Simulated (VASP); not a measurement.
**AlNi: relaxation of cell and atoms with PBE+D3(BJ)**

Crystal: AlNi.

```
Al Ni
1.0
     2.04281   -2.04281    0.00000
     2.04281    2.04281    0.00000
     0.00000    0.00000    2.90114
Al Ni
1 1
Cartesian
  0.0000 0.0000 0.0000
  2.0428 0.0000 1.4506
```

| Property | Result |
| --- | --- |
| Program | VASP 6.6.1 |
| Task | relaxation of cell and atoms |
| Functional | PBE |
| Dispersion | D3(BJ) |
| Potentials or basis | VASP PAW PBE potentials, release 64 (Al, Ni) |
| Cutoff | 600 eV |
| k mesh | 16 × 16 × 14 |
| Occupations | gaussian, width 0.1 eV |
| Spin | no spin polarisation |
| Dipole correction | no |
| Further INCAR settings | ALGO = Fast; EDIFF = 1e-06; IBRION = 2; EDIFFG = -0.005; NSW = 70; ISIF = 3 |

The relaxed volume is 11.67 Å³/atom and the relaxed cell is a = 2.853 Å, b = 2.853 Å, c = 2.865 Å, α = 90.00°, β = 90.00°, γ = 90.00°. The space group after relaxing (to 0.05 Å) is Pm-3m (No. 221). The energy gained by relaxing is 8.7 meV/atom, the ionic steps are 8 and the pressure after relaxing is 0.0 GPa. The dispersion energy per atom is -0.454 eV.

Step by step:
| step | energy change (eV) | largest force (eV/Å) | pressure (GPa) | volume (Å³) |
| --- | --- | --- | --- | --- |
| 1 | 0.0000 | 0.0000 | -6.68 | 24.21 |
| 2 | -0.0005 | 0.0000 | 6.43 | 22.49 |
| 3 | -0.0175 | 0.0000 | -0.26 | 23.35 |
| 4 | -0.0175 | 0.0000 | 0.19 | 23.32 |
| 5 | -0.0175 | 0.0000 | -0.57 | 23.36 |
| 6 | -0.0175 | 0.0000 | 0.09 | 23.33 |
| 7 | -0.0175 | 0.0000 | -0.26 | 23.33 |
| 8 | -0.0175 | 0.0000 | -0.01 | 23.33 |

Final structure:
```
Al Ni
1.0
     2.01770   -2.01771    0.00000
     2.01770    2.01771    0.00000
     0.00000    0.00000    2.86539
Al Ni
1 1
Direct
  0.00000 0.00000 0.00000
  0.50000 0.50000 0.50000
```

Levels at points of the mesh, in eV from the Fermi level:
```
           k point  band 3  band 4  band 5  band 6  band 7  band 8  band 9  band 10
(0.00, 0.00, 0.00)   -3.33   -1.58   -1.58   -1.57    5.52    5.67    5.67     8.20
(0.50, 0.00, 0.00)   -2.83   -2.32   -2.30   -1.49   -0.63    8.32   10.07    10.21
(0.50, 0.50, 0.00)   -2.92   -2.92   -2.14   -2.14   -1.02    1.57    2.63    12.49
(0.00, 0.00, 0.50)   -2.84   -2.30   -2.30   -1.48   -0.66    8.32   10.19    10.19
(0.50, 0.00, 0.50)   -2.96   -2.94   -2.13   -2.12   -1.03    1.53    2.59    12.60
(0.50, 0.50, 0.50)   -4.21   -1.00   -0.99    1.99    2.00    2.00    3.92     4.55
```

Wall time 3.3 min on 1 thread of Intel Xeon 6975P-C (shared host), peak memory 0.27 GiB.

Caveat: pairwise dispersion overbinds metals, which lowers pressure and volume. Spin polarisation is off, so any magnetic state and its effect on volume and gap are missing.
